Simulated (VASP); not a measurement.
# Cu (P6_3/mmc) in VASP: settings compared

Cu is run at these levels: PBE+D3(BJ), PBE; tasks: single point, relaxation of cell and atoms.

Everything below comes from runs of VASP 6.6.1. Logs are shortened: lines on timing, memory, paths and dates and some standing lists are left out, and cuts for length are marked.

## Step 1: The cell of the first run

The structure is hexagonal, space group P6_3/mmc (No. 194). The conventional cell has a = 2.722 Å, b = 2.722 Å, c = 3.893 Å, α = 90.00°, β = 90.00°, γ = 120.00°. Cu (site symmetry -6m2) has 12 Cu at 2.50 to 2.72 Å within 3.3 Å.

This isn't the form of Cu at room conditions, which is fcc.

## Step 2: Single point, PBE+D3(BJ)

INCAR reads:

```
SYSTEM = Cu
PREC = Accurate
ENCUT = 600
EDIFF = 1E-6
ISMEAR = 0
SIGMA = 0.1
LREAL = .FALSE.
LASPH = .TRUE.
NELM = 120
ALGO = Normal
ISIF = 2
LWAVE = .FALSE.
LCHARG = .FALSE.
GGA = PE
IVDW = 12
NBANDS = 18
GGA_COMPAT = .FALSE.
```

KPOINTS reads:

```
regular mesh
0
G
  24 24 12
  0 0 0
```

POSCAR reads:

```
Cu
1.0
    2.7220909951      0.0000000000      0.0000000000
   -1.3610454976      2.3573999532      0.0000000000
    0.0000000000      0.0000000000      3.8932926124
Cu
2
Direct
    0.3333333333      0.6666666667      0.2500000000
    0.6666666667      0.3333333333      0.7500000000
```

Potentials or basis: VASP PAW PBE potentials, release 64 (Cu).

The run is started by

```bash
$ cat potpaw_PBE.64/Cu/POTCAR > POTCAR
$ mpirun -np 1 vasp_std > vasp.out
```

OUTCAR:

```text
SYSTEM = Cu
   PREC = Accurate
   ENCUT = 600
   EDIFF = 1E-6
   ISMEAR = 0
   LREAL = .FALSE.
   LASPH = .TRUE.
   NELM = 120
   ISIF = 2
   GGA = PE
   IVDW = 12
 IVDW          = 12

 ion  position               nearest neighbor table
   1  0.333  0.667  0.250-   2 2.50   2 2.50   2 2.50   2 2.50   2 2.50   2 2.50
   2  0.667  0.333  0.750-   1 2.50   1 2.50   1 2.50   1 2.50   1 2.50   1 2.50

  LATTYP: Found a hexagonal cell.
 ALAT       =     2.7220909951
 C/A-ratio  =     1.4302580698

  Lattice vectors:

 A1 = (   2.7220909951,   0.0000000000,   0.0000000000)
 A2 = (  -1.3610454976,   2.3573999532,   0.0000000000)
 A3 = (   0.0000000000,   0.0000000000,   3.8932926124)

Analysis of symmetry for initial positions (statically):
=====================================================================
 Subroutine PRICEL returns:
 Original cell was already a primitive cell.

 Routine SETGRP: Setting up the symmetry group for a
 hexagonal supercell.

 Subroutine GETGRP returns: Found 24 space group operations
 (whereof 12 operations were pure point group operations)
 out of a pool of 24 trial point group operations.

The static configuration has the point symmetry D_3d.
 The point group associated with its full space group is D_6h.

Analysis of symmetry for dynamics (positions and initial velocities):
=====================================================================
 Subroutine PRICEL returns:
 Original cell was already a primitive cell.

 Routine SETGRP: Setting up the symmetry group for a
 hexagonal supercell.

 Subroutine GETGRP returns: Found 24 space group operations
 (whereof 12 operations were pure point group operations)
 out of a pool of 24 trial point group operations.

The dynamic configuration has the point symmetry D_3d.
 The point group associated with its full space group is D_6h.

 Subroutine INISYM returns: Found 24 space group operations
 (whereof 12 operations are pure point group operations),
 and found     1 'primitive' translations

----------------------------------------------------------------------------------------

                                     Primitive cell

  volume of cell :      24.9835

  direct lattice vectors                    reciprocal lattice vectors
     2.722090995  0.000000000  0.000000000     0.367364648  0.212098078  0.000000000
    -1.361045498  2.357399953  0.000000000     0.000000000  0.424196157  0.000000000
     0.000000000  0.000000000  3.893292612     0.000000000  0.000000000  0.256852002

  length of vectors
[... 81 lines left out ...]
   NELM   =    120;   NELMIN=  2; NELMDL= -5     # of ELM steps
   EDIFF  = 0.1E-05   stopping-criterion for ELM
   LREAL  =      F    real-space projection
   EDIFFG = 0.1E-04   stopping-criterion for IOM
   NSW    =      0    number of steps for IOM
   IBRION =     -1    ionic relax: 0-MD 1-quasi-New 2-CG
   NFREE  =      0    steps in history (QN), initial steepest desc. (CG)
   ISIF   =      2    stress and relaxation
   ISYM   =      2    0-nonsym 1-usesym 2-fastsym
   POTIM  = 0.5000    time-step for ionic-motion
   TEBEG  =    0.0;   TEEND  =   0.0 temperature during run
   PSTRESS=    0.0 pullay stress
   NELECT =      22.0000    total number of electrons
   NUPDOWN=      -1.0000    fix difference up-down
   EMIN   =  10.00;   EMAX   =-10.00  energy-range for DOS
   EFERMI =   0.00;   METHOD = LEGACY
   ISMEAR =     0;   SIGMA  =   0.10  broadening in eV -4-tet -1-fermi 0-gaus
   EFERMI_NEDOS =   21; number of points for ismear=-14 and -15
   IALGO  =     38    algorithm
   IMIX   =      4    mixing-type and parameters
     AMIX     =   0.40;   BMIX     =  1.00
     AMIX_MAG =   1.60;   BMIX_MAG =  1.00
  volume/ion in A,a.u.               =      12.49        84.30
  Fermi-wavevector in a.u.,A,eV,Ry     =   1.569151  2.965265 33.500739  2.462235
  Thomas-Fermi vector in A             =   2.671076
   LORBIT       =      0    0 simple, 1 ext, 2 COOP (PROOUT), +10 PAW based schemes
   GGA     = PE    functional components
   LHFCALC =     F    Hartree Fock is set to
   AEXX    =    0.0000 exact exchange contribution
   IVDW    =    12    specifies the selected vdW correction
   LEPSILON=     F    determine dielectric tensor
   LRPA    =     F    only Hartree local field effects (RPA)
 non-spin polarized calculation
 Gauss-broadening in eV      SIGMA  =   0.10
  energy-cutoff  :      600.00
  volume of cell :       24.98
 maximum number of plane-waves:       859
 NGX is ok and might be reduce to    24

 number of electron      22.0000007 magnetization

 Free energy of the ion-electron system (eV)
  ---------------------------------------------------
  ext. energy  EPLUGINS =         0.00000000
  ---------------------------------------------------
  free energy    TOTEN  =        -7.30732139 eV

  energy without entropy =       -7.30436163  energy(sigma->0) =       -7.30584151

 E-fermi :   6.9129     XC(G=0): -12.3912

 val. band max:        6.9077863201   @ k =   0.0833   0.0417   0.1667
 cond. band min:       6.9234996678   @ k =   0.2500   0.0417   0.3333
 fundamental gap:      0.0157133477
 Fermi energy:         6.9129144455

 k-point     1 :       0.0000    0.0000    0.0000
  band No.  band energies     occupation
      1      -2.0192      2.00000
      2       2.3148      2.00000
      3       4.0833      2.00000
      4       4.0833      2.00000
      5       4.2355      2.00000
      6       4.2355      2.00000
[... 481 lines left out ...]
      5       3.7296      2.00000
      6       4.3343      2.00000
[... 10 lines left out ...]
     17      18.7040      0.00000
     18      23.8605      0.00000

 [... further k-points ...]

------------------------ aborting loop because EDIFF is reached ----------------------------------------

 Edisp (eV)   -1.10021

 E8    (eV) :    -0.4712

  FORCE on cell =-STRESS in cart. coord.  units (eV):
  Direction    XX          YY          ZZ          XY          YZ          ZX
  --------------------------------------------------------------------------------------
  -------------------------------------------------------------------------------------
  Total      -2.25579    -2.25579     0.11465     0.00000     0.00000     0.00000
  in kB    -144.66247  -144.66247     7.35230     0.00000     0.00000     0.00000
  external pressure =      -93.99 kB  Pullay stress =        0.00 kB

 VOLUME and BASIS-vectors are now :
 -----------------------------------------------------------------------------
  energy-cutoff  :      600.00
  volume of cell :       24.98
      direct lattice vectors                 reciprocal lattice vectors
     2.722090995  0.000000000  0.000000000     0.367364648  0.212098078  0.000000000
    -1.361045498  2.357399953  0.000000000     0.000000000  0.424196157  0.000000000
     0.000000000  0.000000000  3.893292612     0.000000000  0.000000000  0.256852002

 POSITION                                       TOTAL-FORCE (eV/Angst)
 -----------------------------------------------------------------------------------
     -0.00000      1.57160      0.97332        -0.000000      0.000000      0.000000
      1.36105      0.78580      2.91997         0.000000     -0.000000      0.000000
 -----------------------------------------------------------------------------------
    total drift:                               -0.000000      0.000000     -0.000000

  FREE ENERGIE OF THE ION-ELECTRON SYSTEM (eV)
  ---------------------------------------------------
  free  energy   TOTEN  =        -8.4075337958 eV

  energy  without entropy=       -8.4045740298  energy(sigma->0) =       -8.40605391
```

OSZICAR:

```text
N       E                     dE             d eps       ncg     rms          rms(c)
DAV:   1     0.129694103511E+03    0.12969E+03   -0.11482E+04 16476   0.239E+03
DAV:   2    -0.228270701892E+01   -0.13198E+03   -0.12542E+03 15402   0.298E+02
DAV:   3    -0.893987510082E+01   -0.66572E+01   -0.63736E+01 17108   0.909E+01
DAV:   4    -0.901491645684E+01   -0.75041E-01   -0.74979E-01 18382   0.105E+01
DAV:   5    -0.901590216344E+01   -0.98571E-03   -0.98566E-03 19218   0.102E+00    0.106E+01
DAV:   6    -0.810499490280E+01    0.91091E+00   -0.11357E+01 16476   0.973E+01    0.583E+00
DAV:   7    -0.732688670326E+01    0.77811E+00   -0.24089E+00 16718   0.413E+01    0.641E-01
DAV:   8    -0.731289688586E+01    0.13990E-01   -0.28703E-02 23012   0.283E+00    0.572E-01
DAV:   9    -0.730730776849E+01    0.55891E-02   -0.11688E-02 17504   0.303E+00    0.474E-02
DAV:  10    -0.730732096886E+01   -0.13200E-04   -0.28835E-04 23554   0.304E-01    0.609E-03
DAV:  11    -0.730732139242E+01   -0.42356E-06   -0.25052E-06 15200   0.319E-02
   1 F= -.84075338E+01 E0= -.84060539E+01  d E =-.295977E-02
```

stdout:

```text
POSCAR found type information on POSCAR Cu
 POSCAR found :  1 types and       2 ions
 scaLAPACK will be used
 LDA part: xc-table for (Slater+PW92), standard interpolation
 POSCAR, INCAR and KPOINTS ok, starting setup
 FFT: planning ... GRIDC
 FFT: planning ... GRID_SOFT
 FFT: planning ... GRID
 WAVECAR not read
 entering main loop
```

Wall time 4 min (1 thread of AMD EPYC 7R13, shared host); peak memory 0.29 GiB.

What came out:

| Quantity | Value |
| --- | --- |
| Free energy | -8.4075 eV |
| Pressure | -9.4 GPa |
| Band gap on the k mesh | zero (bands 11 and 12 overlap by 5.15 eV) |
| Dispersion energy per atom | -0.550 eV |

Stress tensor (GPa, compression positive):
```
-14.47   0.00   0.00
  0.00 -14.47   0.00
  0.00   0.00   0.74
```

Levels at points of the mesh, in eV from the Fermi level:
| k point | band 8 | band 9 | band 10 | band 11 | band 12 | band 13 | band 14 | band 15 |
| --- | --- | --- | --- | --- | --- | --- | --- | --- |
| (0.00, 0.00, 0.00) | -2.54 | -2.45 | -1.64 | -1.64 | 0.49 | 5.41 | 18.20 | 18.20 |
| (0.50, 0.00, 0.00) | -1.80 | -1.61 | -1.39 | -0.30 | 0.92 | 8.20 | 9.07 | 10.72 |
| (0.00, 0.00, 0.50) | -2.81 | -1.81 | -1.81 | -1.81 | -1.81 | 15.53 | 15.53 | 19.97 |
| (0.50, 0.00, 0.50) | -1.87 | -1.67 | -1.67 | 0.43 | 0.43 | 4.31 | 4.31 | 14.25 |

Caveat: the cell stands under tension.

## Step 3: Single point, PBE+D3(BJ)

This run uses another cell than the first one, of 12.97 Å³/atom.

INCAR reads:

```
  PREC = Accurate
  ENCUT = 600
  EDIFF = 1E-6
  ISMEAR = 0
  SIGMA = 0.1
  LREAL = F
  LASPH = T
  NELM = 120
  ALGO = Normal
  ISIF = 2
  LWAVE = F
  LCHARG = T
  GGA = PE
  IVDW = 12
  LELF = T
  LVHAR = T
  NBANDS = 18
  GGA_COMPAT = F
```

KPOINTS reads:

```
Automatic mesh
0
Gamma
  24 24 12
```

Changes to POSCAR since step 2:

```diff
@@ -4,3 +4,3 @@
    -1.3610454976      2.3573999532      0.0000000000
-    0.0000000000      0.0000000000      3.8932926124
+    0.0000000000      0.0000000000      4.0425611440
 Cu
```

Potentials or basis: VASP PAW PBE potentials, release 64 (Cu).

The run is started by

```bash
$ cat potpaw_PBE.64/Cu/POTCAR > POTCAR
$ mpirun -np 1 vasp_std > vasp.out
```

OUTCAR:

```text
PREC = Accurate
   ENCUT = 600
   EDIFF = 1E-6
   ISMEAR = 0
   LREAL = F
   LASPH = T
   NELM = 120
   ISIF = 2
   GGA = PE
   IVDW = 12
 IVDW          = 12

 ion  position               nearest neighbor table
   1  0.333  0.667  0.250-   2 2.56   2 2.56   2 2.56   2 2.56   2 2.56   2 2.56
   2  0.667  0.333  0.750-   1 2.56   1 2.56   1 2.56   1 2.56   1 2.56   1 2.56

  LATTYP: Found a hexagonal cell.
 ALAT       =     2.7220909951
 C/A-ratio  =     1.4850940513

  Lattice vectors:

[... 695 lines left out ...]

 Edisp (eV)   -1.05774

 E8    (eV) :    -0.4526

  FORCE on cell =-STRESS in cart. coord.  units (eV):
  Direction    XX          YY          ZZ          XY          YZ          ZX
  --------------------------------------------------------------------------------------
  -------------------------------------------------------------------------------------
  Total      -2.79641    -2.79641    -1.16576     0.00000    -0.00000     0.00000
  in kB    -172.71087  -172.71087   -71.99883     0.00000    -0.00000     0.00000
  external pressure =     -139.14 kB  Pullay stress =        0.00 kB

 VOLUME and BASIS-vectors are now :
 -----------------------------------------------------------------------------
  energy-cutoff  :      600.00
  volume of cell :       25.94
      direct lattice vectors                 reciprocal lattice vectors
     2.722090995  0.000000000  0.000000000     0.367364648  0.212098078  0.000000000
    -1.361045498  2.357399953  0.000000000     0.000000000  0.424196157  0.000000000
     0.000000000  0.000000000  4.042561144     0.000000000  0.000000000  0.247367934

 POSITION                                       TOTAL-FORCE (eV/Angst)
 -----------------------------------------------------------------------------------
     -0.00000      1.57160      1.01064         0.000000     -0.000000      0.000000
      1.36105      0.78580      3.03192        -0.000000      0.000000      0.000000
 -----------------------------------------------------------------------------------
    total drift:                               -0.000000      0.000000     -0.000000

  FREE ENERGIE OF THE ION-ELECTRON SYSTEM (eV)
  ---------------------------------------------------
  free  energy   TOTEN  =        -8.3859482412 eV

  energy  without entropy=       -8.3830147112  energy(sigma->0) =       -8.38448148
```

stdout:

```text
POSCAR found type information on POSCAR Cu
 POSCAR found :  1 types and       2 ions
 scaLAPACK will be used
 LDA part: xc-table for (Slater+PW92), standard interpolation
 POSCAR, INCAR and KPOINTS ok, starting setup
 FFT: planning ... GRIDC
 FFT: planning ... GRID_SOFT
 FFT: planning ... GRID
 WAVECAR not read
 entering main loop
```

Run time: 4.4 min. Hardware: 1 thread of AMD EPYC 7R13, shared host; peak memory 0.29 GiB.

Results:

| Property | Result |
| --- | --- |
| Free energy | -8.3859 eV |
| Pressure | -13.9 GPa |
| Band gap on the k mesh | zero (bands 11 and 12 overlap by 5.22 eV) |
| Dispersion energy per atom | -0.529 eV |

Caveat: the cell stands under tension.

## Step 4: Relaxation of cell and atoms, PBE

This run uses another cell than the first one: it holds 6 atoms, not 2.

INCAR reads:

```
PREC = Accurate ; ENCUT = 600
EDIFF = 1E-7 ; ISMEAR = 0
SIGMA = 0.1 ; LREAL = False
LASPH = True ; NELM = 60
ALGO = Fast ; ISIF = 3
LWAVE = False ; LCHARG = False
GGA = PE ; IBRION = 2
NSW = 80 ; EDIFFG = -0.015
```

KPOINTS reads:

```
Automatic mesh
0
Gamma
  8 12 12
```

POSCAR reads:

```
Cu
1.0
    0.0000000000      0.0000000000     -4.1935281576
   -3.8520155592     -2.2239622200      0.0000000000
    0.0000000000      4.4479244400      0.0000000000
Cu
6
Direct
    0.7500000000      0.6666666667      0.6666666667
    0.7500000000      1.0000000000      0.3333333333
    0.7500000000      0.3333333333      0.0000000000
    0.2500000000      0.3333333333      0.3333333333
    0.2500000000      0.6666666667      1.0000000000
    0.2500000000      1.0000000000      0.6666666667
```

The run is started by

```bash
$ cat potpaw_PBE.64/Cu/POTCAR > POTCAR
$ mpirun -np 1 vasp_std > vasp.out
```

Wall time 11 min (1 thread of Intel Xeon 6975P-C (Granite Rapids), shared host); peak memory 0.37 GiB.

Results (log left out):

```yaml
Free_energy: -22.3278 eV
Relaxed_volume: 12.02 Å³/atom
Relaxed_cell: a = 4.217 Å, b = 4.444 Å, c = 4.444 Å, α = 120.00°, β = 90.00°, γ = 90.00°
Space_group_after_relaxing_to_0.1_Å: P6_3/mmc (No. 194)
Energy_gained_by_relaxing: 0.3 meV/atom
Ionic_steps: 7
Pressure_after_relaxing: 0.1 GPa
Band_gap_on_the_k_mesh: zero (bands 33 and 34 overlap by 5.30 eV)
```

The path:
| step | energy change (eV) | largest force (eV/Å) | pressure (GPa) | volume (Å³) |
| --- | --- | --- | --- | --- |
| 1 | 0.0000 | 0.0000 | 0.48 | 71.85 |
| 2 | -0.0014 | 0.0000 | -0.01 | 72.23 |
| 3 | -0.0014 | 0.0000 | -0.43 | 72.33 |
| 4 | -0.0014 | 0.0000 | -0.25 | 72.27 |
| 5 | -0.0014 | 0.0000 | -0.27 | 72.26 |
| 6 | -0.0014 | 0.0000 | -0.21 | 72.24 |
| 7 | -0.0017 | 0.0000 | 0.05 | 72.13 |

Final structure:
```yaml
crystal:
  lattice:
    - [0.00000, 0.00000, -4.21735]
    - [-3.84864, -2.22201, 0.00000]
    - [0.00000, 4.44403, 0.00000]
  atoms:
    - { symbol: Cu, position: [0.75000, 0.66667, 0.66667] }
    - { symbol: Cu, position: [0.75000, 0.00000, 0.33333] }
    - { symbol: Cu, position: [0.75000, 0.33333, 0.00000] }
    - { symbol: Cu, position: [0.25000, 0.33333, 0.33333] }
    - { symbol: Cu, position: [0.25000, 0.66667, 0.00000] }
    - { symbol: Cu, position: [0.25000, 0.00000, 0.66667] }
```

Levels at points of the mesh, in eV from the Fermi level:
| k point | band 30 | band 31 | band 32 | band 33 | band 34 | band 35 | band 36 | band 37 |
| --- | --- | --- | --- | --- | --- | --- | --- | --- |
| (0.00, 0.00, 0.00) | -1.70 | -1.70 | -0.99 | 3.03 | 3.03 | 3.40 | 3.40 | 3.40 |
| (0.50, 0.00, 0.00) | -1.67 | -1.67 | -1.67 | 4.05 | 4.05 | 4.05 | 4.05 | 5.50 |
| (0.00, 0.50, 0.00) | -1.60 | -1.57 | -1.51 | 0.03 | 1.56 | 3.55 | 3.55 | 4.65 |
| (0.50, 0.50, 0.00) | -1.54 | -1.24 | -1.24 | -1.24 | -1.24 | 0.54 | 0.54 | 4.77 |

## Step 5: Overview

```tsv
task	level	cell	k mesh	gap on the mesh (eV)	pressure (GPa)
single point	PBE+D3(BJ)	a = 2.722, b = 2.722, c = 3.893 Å, angles 90.0, 90.0, 120.0°, 2 atoms, atomic positions A	24 × 24 × 12	none	-9.4
single point	PBE+D3(BJ)	a = 2.722, b = 2.722, c = 4.043 Å, angles 90.0, 90.0, 120.0°, 2 atoms, atomic positions A	24 × 24 × 12	none	-13.9
relaxation of cell and atoms	PBE	relaxed from a = 4.194, b = 4.448, c = 4.448 Å, angles 120.0, 90.0, 90.0°, 6 atoms, atomic positions B	8 × 12 × 12	none	0.1
```

Alike in all rows: potentials or basis VASP PAW PBE potentials, release 64 (Cu); no spin polarisation; cutoff (eV) 600; smearing gaussian 0.1 eV.

Caveats: the cell stands under tension (at least some runs).

Absolute energies hang on the potentials; compare differences alone.
